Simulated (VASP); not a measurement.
Si:

```
Si
1.0
     0.00000    2.71850    2.71850
     2.71850    0.00000    2.71850
     2.71850    2.71850    0.00000
Si
2
Direct
  0.50000 0.50000 0.50000
  0.75000 0.75000 0.75000
```

| Property | Result |
| --- | --- |
| Program | VASP 6.6.1 |
| Task | relaxation of cell and atoms |
| Functional | LDA |
| Potentials or basis | VASP PAW LDA potentials, release 64 (Si) |
| Cutoff | 600 eV |
| k mesh | 8 × 8 × 8 |
| Occupations | gaussian, width 0.02 eV |
| Spin | no spin polarisation |

At the start: pressure -1.7 GPa; volume 20.09 Å³/atom.

Q: Where does the relaxation end?

A: Over 3 steps the energy falls by 2.1 meV/atom and the volume is 19.72 Å³/atom (-1.9 %); space group Fd-3m (No. 227, to 0.05 Å).

The path:
| step | energy change (eV) | largest force (eV/Å) | pressure (GPa) | volume (Å³) |
| --- | --- | --- | --- | --- |
| 1 | 0.0000 | 0.0000 | -1.74 | 40.18 |
| 2 | -0.0021 | 0.0000 | 1.30 | 38.92 |
| 3 | -0.0041 | 0.0000 | 0.00 | 39.44 |

Final structure:
```
Si
1.0
     0.00000    2.70158    2.70158
     2.70158    0.00000    2.70158
     2.70158    2.70158    0.00000
Si
2
Cartesian
  2.7016 2.7016 2.7016
  4.0524 4.0524 4.0524
```
